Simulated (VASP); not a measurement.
# TiC (rocksalt type) (Fm-3m) in VASP: further runs

TiC (rocksalt type) is run at these levels: PBE; tasks: single point.

Everything below comes from runs of VASP 6.6.1. Logs are shortened: lines on timing, memory, paths and dates and some standing lists are left out, and cuts for length are marked.

## (1) The cell of the first run

It takes space group Fm-3m (No. 225, cubic). Conventional cell: a = 4.259 Å, b = 4.259 Å, c = 4.259 Å, α = 90.00°, β = 90.00°, γ = 90.00°. Within 2.8 Å of Ti (site symmetry m-3m) lie 6 C at 2.13 Å. Within 2.8 Å of C (site symmetry m-3m) lie 6 Ti at 2.13 Å.

## (2) Single point, PBE (volume scaled by 0.95)

The input, INCAR:

```
SYSTEM = TiC
  PREC = Accurate
  ENCUT = 520
  EDIFF = 1E-7
  ISMEAR = -1
  SIGMA = 0.03
  LREAL = .FALSE.
  LASPH = .TRUE.
  NELM = 60
  ALGO = Normal
  ISIF = 2
  LWAVE = .FALSE.
  LCHARG = .FALSE.
  GGA = PE
  NBANDS = 15
```

The input, KPOINTS:

```
regular mesh
0
G
  14 14 14
  0 0 0
```

The input, POSCAR:

```
TiC
1.0
    0.0000000000      2.1297216026      2.1297216026
    2.1297216026      0.0000000000      2.1297216026
    2.1297216026      2.1297216026      0.0000000000
Ti C
1 1
Direct
    0.0000000000      0.0000000000      0.0000000000
    0.5000000000      0.5000000000      0.5000000000
```

Potentials or basis: VASP PAW PBE potentials, release 64 (Ti_sv, C).

The run is started by

```
$ cat potpaw_PBE.64/Ti_sv/POTCAR potpaw_PBE.64/C/POTCAR > POTCAR
$ mpirun -np 1 vasp_std > vasp.out
```

OUTCAR:

```text
SYSTEM = TiC
   PREC = Accurate
   ENCUT = 520
   EDIFF = 1E-7
   ISMEAR = -1
   LREAL = .FALSE.
   LASPH = .TRUE.
   NELM = 60
   ISIF = 2
   GGA = PE

 ion  position               nearest neighbor table
   1  0.000  0.000  0.000-   2 2.13   2 2.13   2 2.13   2 2.13   2 2.13   2 2.13
   2  0.500  0.500  0.500-   1 2.13   1 2.13   1 2.13   1 2.13   1 2.13   1 2.13

  LATTYP: Found a face centered cubic cell.
 ALAT       =     4.2594432052

  Lattice vectors:

 A1 = (   0.0000000000,   2.1297216026,   2.1297216026)
 A2 = (   2.1297216026,   0.0000000000,   2.1297216026)
 A3 = (   2.1297216026,   2.1297216026,   0.0000000000)

Analysis of symmetry for initial positions (statically):
=====================================================================
 Subroutine PRICEL returns:
 Original cell was already a primitive cell.

 Routine SETGRP: Setting up the symmetry group for a
 face centered cubic supercell.

 Subroutine GETGRP returns: Found 48 space group operations
 (whereof 48 operations were pure point group operations)
 out of a pool of 48 trial point group operations.

The static configuration has the point symmetry O_h .

Analysis of symmetry for dynamics (positions and initial velocities):
=====================================================================
 Subroutine PRICEL returns:
 Original cell was already a primitive cell.

 Routine SETGRP: Setting up the symmetry group for a
 face centered cubic supercell.

 Subroutine GETGRP returns: Found 48 space group operations
 (whereof 48 operations were pure point group operations)
 out of a pool of 48 trial point group operations.

The dynamic configuration has the point symmetry O_h .

 Subroutine INISYM returns: Found 48 space group operations
 (whereof 48 operations are pure point group operations),
 and found     1 'primitive' translations

----------------------------------------------------------------------------------------

                                     Primitive cell

  volume of cell :      19.3196

  direct lattice vectors                    reciprocal lattice vectors
     0.000000000  2.129721603  2.129721603    -0.234772470  0.234772470  0.234772470
     2.129721603  0.000000000  2.129721603     0.234772470 -0.234772470  0.234772470
     2.129721603  2.129721603  0.000000000     0.234772470  0.234772470 -0.234772470

  length of vectors
     3.011881174  3.011881174  3.011881174     0.406637845  0.406637845  0.406637845

  position of ions in fractional coordinates (direct lattice)
     0.000000000  0.000000000  0.000000000
     0.500000000  0.500000000  0.500000000

  ion indices of the primitive-cell ions
   primitive index   ion index
                 1           1
                 2           2

----------------------------------------------------------------------------------------

 KPOINTS: regular mesh

Automatic generation of k-mesh.
 Grid dimensions read from file:
 generate k-points for:   14   14   14

 Generating k-lattice:

  Cartesian coordinates                     Fractional coordinates (reciprocal lattice)
    -0.016769462  0.016769462  0.016769462     0.071428571  0.000000000  0.000000000
     0.016769462 -0.016769462  0.016769462     0.000000000  0.071428571  0.000000000
     0.016769462  0.016769462 -0.016769462     0.000000000  0.000000000  0.071428571

  Length of vectors
     0.029045560  0.029045560  0.029045560

  Shift w.r.t. Gamma in fractional coordinates (k-lattice)
     0.000000000  0.000000000  0.000000000

 Subroutine IBZKPT returns following result:
 ===========================================

 Found    104 irreducible k-points:

 Following reciprocal coordinates:
            Coordinates               Weight
  0.000000  0.000000  0.000000      1.000000
  0.071429  0.000000  0.000000      8.000000
  0.142857  0.000000  0.000000      8.000000
  0.214286  0.000000  0.000000      8.000000
  0.285714  0.000000  0.000000      8.000000
  0.357143  0.000000  0.000000      8.000000
[... 16 lines left out ...]
  0.214286  0.142857  0.000000     24.000000
  0.285714  0.142857  0.000000     24.000000
 [... further k-points ...]
   k-points           NKPTS =    104   k-points in BZ     NKDIM =    104   number of bands    NBANDS=     15
   number of dos      NEDOS =    301   number of ions     NIONS =      2
   total plane-waves  NPLWV =  13824
   dimension x,y,z NGX =    24 NGY =   24 NGZ =   24
   dimension x,y,z NGXF=    48 NGYF=   48 NGZF=   48
   ions per type =               1   1
   NGX,Y,Z   is equivalent  to a cutoff of  13.25, 13.25, 13.25 a.u.
   NGXF,Y,Z  is equivalent  to a cutoff of  26.49, 26.49, 26.49 a.u.
 SYSTEM =  TiC
   PREC   = accura    normal or accurate (medium, high low for compatibility)
   ISTART =      0    job   : 0-new  1-cont  2-samecut
   ICHARG =      2    charge: 1-file 2-atom 10-const
   ISPIN  =      1    spin polarized calculation?
   LNONCOLLINEAR =      F non collinear calculations
   LSORBIT =      F    spin-orbit coupling
   LASPH  =      T    aspherical Exc in radial PAW
   ENCUT  =  520.0 eV  38.22 Ry    6.18 a.u.   5.60  5.60  5.60*2*pi/ulx,y,z
   NELM   =     60;   NELMIN=  2; NELMDL= -5     # of ELM steps
   EDIFF  = 0.1E-06   stopping-criterion for ELM
   LREAL  =      F    real-space projection
   EDIFFG = 0.1E-05   stopping-criterion for IOM
   NSW    =      0    number of steps for IOM
   IBRION =     -1    ionic relax: 0-MD 1-quasi-New 2-CG
   NFREE  =      0    steps in history (QN), initial steepest desc. (CG)
   ISIF   =      2    stress and relaxation
   ISYM   =      2    0-nonsym 1-usesym 2-fastsym
   POTIM  = 0.5000    time-step for ionic-motion
   TEBEG  =    0.0;   TEEND  =   0.0 temperature during run
   PSTRESS=    0.0 pullay stress
   NELECT =      16.0000    total number of electrons
   NUPDOWN=      -1.0000    fix difference up-down
   EMIN   =  10.00;   EMAX   =-10.00  energy-range for DOS
   EFERMI =   0.00;   METHOD = LEGACY
   ISMEAR =    -1;   SIGMA  =   0.03  broadening in eV -4-tet -1-fermi 0-gaus
   EFERMI_NEDOS =   21; number of points for ismear=-14 and -15
   IALGO  =     38    algorithm
   IMIX   =      4    mixing-type and parameters
     AMIX     =   0.40;   BMIX     =  1.00
     AMIX_MAG =   1.60;   BMIX_MAG =  1.00
  volume/ion in A,a.u.               =       9.66        65.19
  Fermi-wavevector in a.u.,A,eV,Ry     =   1.537383  2.905232 32.157990  2.363546
  Thomas-Fermi vector in A             =   2.643899
   LORBIT       =      0    0 simple, 1 ext, 2 COOP (PROOUT), +10 PAW based schemes
   GGA     = PE    functional components
   LHFCALC =     F    Hartree Fock is set to
   AEXX    =    0.0000 exact exchange contribution
   IVDW    =     0    specifies the selected vdW correction
   LEPSILON=     F    determine dielectric tensor
   LRPA    =     F    only Hartree local field effects (RPA)
 non-spin polarized calculation
  energy-cutoff  :      520.00
  volume of cell :       19.32
 maximum number of plane-waves:       533
   NGX = 11   NGY = 11   NGZ = 11

 number of electron      16.0000003 magnetization

 Free energy of the ion-electron system (eV)
  ---------------------------------------------------
  ext. energy  EPLUGINS =         0.00000000
  ---------------------------------------------------
  free energy    TOTEN  =       -18.66445058 eV

  energy without entropy =      -18.66358183  energy(sigma->0) =      -18.66401621

 E-fermi :  10.0205     XC(G=0): -12.9602

 val. band max:       10.0167891787   @ k =   0.3571   0.2857   0.0000
 cond. band min:      10.0237363997   @ k =   0.5000   0.5000   0.0000
 fundamental gap:      0.0069472210
 Fermi energy:        10.0204637784

 k-point     1 :       0.0000    0.0000    0.0000
  band No.  band energies     occupation
      1     -46.4284      2.00000
      2     -22.4234      2.00000
      3     -22.4234      2.00000
      4     -22.4234      2.00000
      5      -2.6165      2.00000
      6      10.7251      0.00000
      7      10.7251      0.00000
      8      10.7251      0.00000
      9      11.7579      0.00000
     10      11.7579      0.00000
     11      11.7579      0.00000
     12      11.8363      0.00000
     13      11.8363      0.00000
     14      21.2526      0.00000
     15      24.2474      0.00000

 k-point     2 :       0.0714    0.0000    0.0000
  band No.  band energies     occupation
      1     -46.4239      2.00000
      2     -22.4542      2.00000
      3     -22.4262      2.00000
      4     -22.4262      2.00000
      5      -2.4934      2.00000
      6      10.1437      0.03236
      7      10.4120      0.00000
      8      10.4120      0.00000
      9      11.0689      0.00000
     10      11.0689      0.00000
     11      12.0742      0.00000
     12      13.0196      0.00000
     13      13.0196      0.00000
     14      21.4535      0.00000
     15      24.3236      0.00000

 k-point     3 :       0.1429    0.0000    0.0000
  band No.  band energies     occupation
      1     -46.4114      2.00000
      2     -22.5400      2.00000
      3     -22.4340      2.00000
      4     -22.4340      2.00000
      5      -2.1348      2.00000
      6       9.0539      2.00000
      7       9.4654      2.00000
      8       9.4654      2.00000
      9      11.2473      0.00000
     10      11.2473      0.00000
     11      12.4751      0.00000
     12      14.3099      0.00000
     13      14.3099      0.00000
     14      21.8887      0.00000
     15      24.4168      0.00000
[... 343 lines left out ...]
 k-point    23 :       0.2143    0.1429    0.0000
  band No.  band energies     occupation
      1     -46.3920      2.00000
      2     -22.6090      2.00000
      3     -22.4792      2.00000
      4     -22.4726      2.00000
      5      -1.6240      2.00000
      6       7.4715      2.00000
      7       9.1561      2.00000
      8       9.4969      2.00000
      9      10.4212      0.00000
     10      12.1262      0.00000
     11      13.4115      0.00000
     12      13.8389      0.00000
     13      15.8843      0.00000
     14      22.7983      0.00000
     15      24.6822      0.00000

 k-point    24 :       0.2857    0.1429    0.0000
  band No.  band energies     occupation
      1     -46.3743      2.00000
      2     -22.7179      2.00000
      3     -22.4954      2.00000
      4     -22.4853      2.00000
      5      -1.0809      2.00000
      6       6.7131      2.00000
      7       8.2830      2.00000
      8       8.8483      2.00000
      9      10.8651      0.00000
     10      12.4572      0.00000
     11      13.6360      0.00000
     12      14.8008      0.00000
     13      16.7917      0.00000
     14      22.7285      0.00000
     15      24.8121      0.00000

 [... further k-points ...]

------------------------ aborting loop because EDIFF is reached ----------------------------------------

  FORCE on cell =-STRESS in cart. coord.  units (eV):
  Direction    XX          YY          ZZ          XY          YZ          ZX
  --------------------------------------------------------------------------------------
  -------------------------------------------------------------------------------------
  Total        1.7367859      1.7367859      1.7367859     -0.0000000      0.0000000     -0.0000000
  in kB      144.0317950    144.0317950    144.0317950     -0.0000000      0.0000000     -0.0000000
  external PRESSURE =     144.0317950 kB  Pullay stress =       0.0000000 kB

 VOLUME and BASIS-vectors are now :
 -----------------------------------------------------------------------------
  energy-cutoff  :      520.00
  volume of cell :       19.32
      direct lattice vectors                 reciprocal lattice vectors
     0.000000000  2.129721603  2.129721603    -0.234772470  0.234772470  0.234772470
     2.129721603  0.000000000  2.129721603     0.234772470 -0.234772470  0.234772470
     2.129721603  2.129721603  0.000000000     0.234772470  0.234772470 -0.234772470

 POSITION                                       TOTAL-FORCE (eV/Angst)
 -----------------------------------------------------------------------------------
      0.00000      0.00000      0.00000        -0.000000      0.000000      0.000000
      2.12972      2.12972      2.12972         0.000000      0.000000      0.000000
 -----------------------------------------------------------------------------------
    total drift:                                0.000000     -0.000000     -0.000000

  FREE ENERGIE OF THE ION-ELECTRON SYSTEM (eV)
  ---------------------------------------------------
  free  energy   TOTEN  =       -18.6644505841 eV

  energy  without entropy=      -18.6635818322  energy(sigma->0) =      -18.66401621
```

It took 13 s on 1 thread of Intel Xeon 6975P-C (Granite Rapids), shared host; peak memory 0.15 GiB.

What came out:

| Property | Result |
| --- | --- |
| Free energy | -18.6645 eV |
| Pressure | 14.4 GPa |
| Band gap on the k mesh | zero (band 8 reaches 10.73 eV, above the bottom of band 9 at 9.61 eV) |

Levels at points of the mesh, in eV from the Fermi level:
```csv
k point,band 4,band 5,band 6,band 7,band 8,band 9,band 10,band 11,band 12,band 13
"(0.00, 0.00, 0.00)",-32.44,-12.64,0.70,0.70,0.70,1.74,1.74,1.74,1.82,1.82
"(0.50, 0.00, 0.00)",-32.50,-8.91,-6.08,-3.06,-3.06,3.11,3.11,4.39,8.50,8.64
"(0.50, 0.50, 0.00)",-32.64,-10.32,-3.47,-1.78,0.00,0.00,2.89,3.76,3.76,6.28
```

Caveat: the cell differs from its parent crystal (volume scaled by 0.95).

## (3) Single point, PBE (volume scaled by 0.975)

The input, INCAR:

```
PREC = Accurate
ENCUT = 520
EDIFF = 1E-7
ISMEAR = -1
SIGMA = 0.03
LREAL = False
LASPH = True
NELM = 100
ALGO = Normal
ISIF = 2
LWAVE = False
LCHARG = False
GGA = PE
NBANDS = 15
```

The input, KPOINTS:

```
Automatic mesh
0
Gamma
  14 14 14
```

The input, POSCAR:

```
TiC
1.0
    0.0000000000      2.1482418505      2.1482418505
    2.1482418505      0.0000000000      2.1482418505
    2.1482418505      2.1482418505      0.0000000000
Ti C
1 1
Direct
    0.0000000000      0.0000000000      0.0000000000
    0.5000000000      0.5000000000      0.5000000000
```

Potentials or basis: VASP PAW PBE potentials, release 64 (Ti_sv, C).

The run is started by

```
$ cat potpaw_PBE.64/Ti_sv/POTCAR potpaw_PBE.64/C/POTCAR > POTCAR
$ mpirun -np 1 vasp_std > vasp.out
```

Wall time 13 s (1 thread of Intel Xeon 6975P-C (Granite Rapids), shared host); peak memory 0.15 GiB.

The run converged. Its results:

```yaml
Free_energy: -18.6983 eV
Pressure: 6.9 GPa
Band_gap_on_the_k_mesh: zero (band 8 reaches 10.40 eV, above the bottom of band 9 at 9.29 eV)
```

Levels at points of the mesh, in eV from the Fermi level:
```tsv
k point	band 4	band 5	band 6	band 7	band 8	band 9	band 10	band 11	band 12	band 13
(0.00, 0.00, 0.00)	-32.53	-12.51	0.70	0.70	0.70	1.71	1.71	1.71	1.76	1.76
(0.50, 0.00, 0.00)	-32.58	-8.92	-5.95	-2.97	-2.97	3.01	3.01	4.24	8.35	8.39
(0.50, 0.50, 0.00)	-32.71	-10.21	-3.45	-1.69	-0.02	-0.02	2.80	3.63	3.63	6.03
```

Caveat: the cell differs from its parent crystal (volume scaled by 0.975).

## (4) Single point, PBE

This run uses another cell than the first one, of 10.17 Å³/atom, 1.053 times its volume.

The input, INCAR:

```
ALGO = Normal
EDIFF = 1E-6
ENCUT = 520
GGA = PE
ISIF = 2
ISMEAR = -1
LASPH = T
LCHARG = F
LREAL = F
LWAVE = F
NBANDS = 15
NELM = 60
PREC = Accurate
SIGMA = 0.03
```

The input, KPOINTS:

```
k-points
0
Gamma
  14 14 14
```

The input, POSCAR:

```
TiC
1.0
    0.0000000000      2.1664481580      2.1664481580
    2.1664481580      0.0000000000      2.1664481580
    2.1664481580      2.1664481580      0.0000000000
Ti C
1 1
Direct
    0.0000000000      0.0000000000      0.0000000000
    0.5000000000      0.5000000000      0.5000000000
```

The run is started by

```
$ cat potpaw_PBE.64/Ti_sv/POTCAR potpaw_PBE.64/C/POTCAR > POTCAR
$ mpirun -np 1 vasp_std > vasp.out
```

It took 11 s on 1 thread of Intel Xeon 6975P-C (Granite Rapids), shared host; peak memory 0.15 GiB.

Results (log left out):

* Free energy: -18.7096 eV
* Pressure: 0.2 GPa
* Band gap on the k mesh: zero (band 8 reaches 10.09 eV, above the bottom of band 9 at 9.00 eV)

Levels at points of the mesh, in eV from the Fermi level:
```csv
k point,band 5,band 6,band 7,band 8,band 9,band 10,band 11,band 12
"(0.00, 0.00, 0.00)",-12.39,0.70,0.70,0.70,1.68,1.68,1.68,1.71
"(0.50, 0.00, 0.00)",-8.92,-5.83,-2.89,-2.89,2.91,2.91,4.09,8.15
"(0.50, 0.50, 0.00)",-10.11,-3.43,-1.61,-0.03,-0.03,2.70,3.51,3.51
```

## (5) Single point, PBE (volume scaled by 1.025)

The input, INCAR:

```
SYSTEM = TiC
PREC = Accurate ; ENCUT = 520
EDIFF = 1E-6 ; ISMEAR = -1
SIGMA = 0.03 ; LREAL = .False.
LASPH = .True. ; NELM = 60
ALGO = Normal ; ISIF = 2
LWAVE = .False. ; LCHARG = .True.
GGA = PE ; LELF = .True.
LVHAR = .True. ; NBANDS = 15
```

The input, KPOINTS:

```
Automatic mesh
0
Gamma
  14 14 14
  0 0 0
```

The input, POSCAR:

```
TiC
1.0
    0.0000000000      2.1843535002      2.1843535002
    2.1843535002      0.0000000000      2.1843535002
    2.1843535002      2.1843535002      0.0000000000
Ti C
1 1
Direct
    0.0000000000      0.0000000000      0.0000000000
    0.5000000000      0.5000000000      0.5000000000
```

The run is started by

```
$ cat potpaw_PBE.64/Ti_sv/POTCAR potpaw_PBE.64/C/POTCAR > POTCAR
$ mpirun -np 1 vasp_std > vasp.out
```

It took 12 s on 1 thread of Intel Xeon 6975P-C (Granite Rapids), shared host; peak memory 0.15 GiB.

It converged, with:

| Item | Value |
| --- | --- |
| Free energy | -18.7010 eV |
| Pressure | -5.7 GPa |
| Band gap on the k mesh | zero (band 8 reaches 9.80 eV, above the bottom of band 9 at 8.71 eV) |

Levels at points of the mesh, in eV from the Fermi level:
| k point | band 4 | band 5 | band 6 | band 7 | band 8 | band 9 | band 10 | band 11 | band 12 | band 13 |
| --- | --- | --- | --- | --- | --- | --- | --- | --- | --- | --- |
| (0.00, 0.00, 0.00) | -32.70 | -12.27 | 0.69 | 0.69 | 0.69 | 1.65 | 1.65 | 1.65 | 1.66 | 1.66 |
| (0.50, 0.00, 0.00) | -32.74 | -8.91 | -5.71 | -2.81 | -2.81 | 2.82 | 2.82 | 3.96 | 7.91 | 7.91 |
| (0.50, 0.50, 0.00) | -32.85 | -10.01 | -3.40 | -1.54 | -0.05 | -0.05 | 2.62 | 3.39 | 3.39 | 5.56 |

Caveat: the cell differs from its parent crystal (volume scaled by 1.025).

## (6) Single point, PBE (volume scaled by 1.05)

The input, INCAR:

```
  PREC = Accurate
  ENCUT = 520
  EDIFF = 1E-6
  ISMEAR = -1
  SIGMA = 0.03
  LREAL = False
  LASPH = True
  NELM = 80
  ALGO = Normal
  ISIF = 2
  LWAVE = False
  LCHARG = False
  GGA = PE
  NBANDS = 15
```

The input, KPOINTS:

```
Automatic mesh
0
Gamma
  14 14 14
```

The input, POSCAR:

```
TiC
1.0
    0.0000000000      2.2019700150      2.2019700150
    2.2019700150      0.0000000000      2.2019700150
    2.2019700150      2.2019700150      0.0000000000
Ti C
1 1
Direct
    0.0000000000      0.0000000000      0.0000000000
    0.5000000000      0.5000000000      0.5000000000
```

Potentials or basis: VASP PAW PBE potentials, release 64 (Ti_sv, C).

The run is started by

```
$ cat potpaw_PBE.64/Ti_sv/POTCAR potpaw_PBE.64/C/POTCAR > POTCAR
$ mpirun -np 1 vasp_std > vasp.out
```

Wall time 12 s (1 thread of Intel Xeon 6975P-C (Granite Rapids), shared host); peak memory 0.15 GiB.

The run converged. Its results:

* Free energy: -18.6749 eV
* Pressure: -10.8 GPa
* Band gap on the k mesh: zero (band 8 reaches 9.51 eV, above the bottom of band 9 at 8.44 eV)

Levels at points of the mesh, in eV from the Fermi level:
| k point | band 4 | band 5 | band 6 | band 7 | band 8 | band 9 | band 10 | band 11 | band 12 | band 13 |
| --- | --- | --- | --- | --- | --- | --- | --- | --- | --- | --- |
| (0.00, 0.00, 0.00) | -32.78 | -12.16 | 0.68 | 0.68 | 0.68 | 1.61 | 1.61 | 1.62 | 1.62 | 1.62 |
| (0.50, 0.00, 0.00) | -32.82 | -8.91 | -5.60 | -2.73 | -2.73 | 2.73 | 2.73 | 3.82 | 7.69 | 7.69 |
| (0.50, 0.50, 0.00) | -32.92 | -9.92 | -3.38 | -1.47 | -0.06 | -0.06 | 2.53 | 3.28 | 3.28 | 5.34 |

Caveat: the cell differs from its parent crystal (volume scaled by 1.05).

## (7) The runs side by side

```tsv
cell	gap on the mesh (eV)	pressure (GPa)
a = 3.012 Å, angles 60.0°, 2 atoms	none	14.4
a = 3.038 Å, angles 60.0°, 2 atoms	none	6.9
a = 3.064 Å, angles 60.0°, 2 atoms	none	0.2
a = 3.089 Å, angles 60.0°, 2 atoms	none	-5.7
a = 3.114 Å, angles 60.0°, 2 atoms	none	-10.8
```

Alike in all rows: task single point; level PBE; potentials or basis VASP PAW PBE potentials, release 64 (Ti_sv, C); no spin polarisation; k mesh 14 × 14 × 14; cutoff (eV) 520; smearing fermi-dirac 0.03 eV.

Absolute energies hang on the potentials; compare differences alone.
